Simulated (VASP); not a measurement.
Input of a VASP 6.6.1 run:

The input POSCAR:

```
TiO2
1.0
    2.6711600402     -2.6712510909     -0.0201684190
    2.6711600402      2.6712510909     -0.0201684190
   -2.6353413730      0.0000000000      4.8120473783
Ti O
2 4
Direct
    0.1249747467      0.8750252533      0.2500000000
    0.8750252533      0.1249747467      0.7500000000
    0.3091208439      0.0590872612      0.6175928585
    0.6677180581      0.9177516408      0.3354553499
    0.9177516408      0.6677180581      0.8354553499
    0.0822483592      0.3322819419      0.1645446501
```

Contents of INCAR.step1:

```
SYSTEM = TiO2
PREC = Accurate
ENCUT = 520
ISMEAR = 0
SIGMA = 0.05
LREAL = .False.
LASPH = .True.
NELM = 100
NBANDS = 33
GGA = PE
ALGO = Normal
EDIFF = 1E-4
LWAVE = .True.
LCHARG = .False.
```

The input INCAR.step2:

```
SYSTEM = TiO2
PREC = Accurate
ENCUT = 520
EDIFF = 1E-6
ISMEAR = 0
SIGMA = 0.05
LREAL = .False.
LASPH = .True.
NELM = 100
ALGO = Normal
ISIF = 2
LWAVE = .False.
LCHARG = .False.
METAGGA = R2SCAN
LMIXTAU = .True.
NBANDS = 33
ISTART = 1
```

Contents of KPOINTS:

```
Automatic mesh
0
Gamma
  6 6 6
  0 0 0
```

Potentials or basis: VASP PAW PBE potentials, release 64 (Ti_sv, O).

Run with:

```console
$ cat potpaw_PBE.64/Ti_sv/POTCAR potpaw_PBE.64/O/POTCAR > POTCAR
$ cp INCAR.step1 INCAR
$ mpirun -np 1 vasp_std > vasp.out
$ cp INCAR.step2 INCAR
$ mpirun -np 1 vasp_std > vasp.out
```

(1) Estimate the largest force.

(2) Predict the band gap on the k mesh.

(3) Predict the pressure.

Answers

(1) 5.045 eV/Å.

(2) 2.48 eV (least direct gap 2.65 eV).

(3) 7.3 GPa.

Caveat: the cell differs from its parent crystal (atom 3 (O) moved -0.225 Å along Cartesian [0 0 1]); the cell stands under pressure; the PAW data sets were made with another functional, which shifts forces and pressure a little.
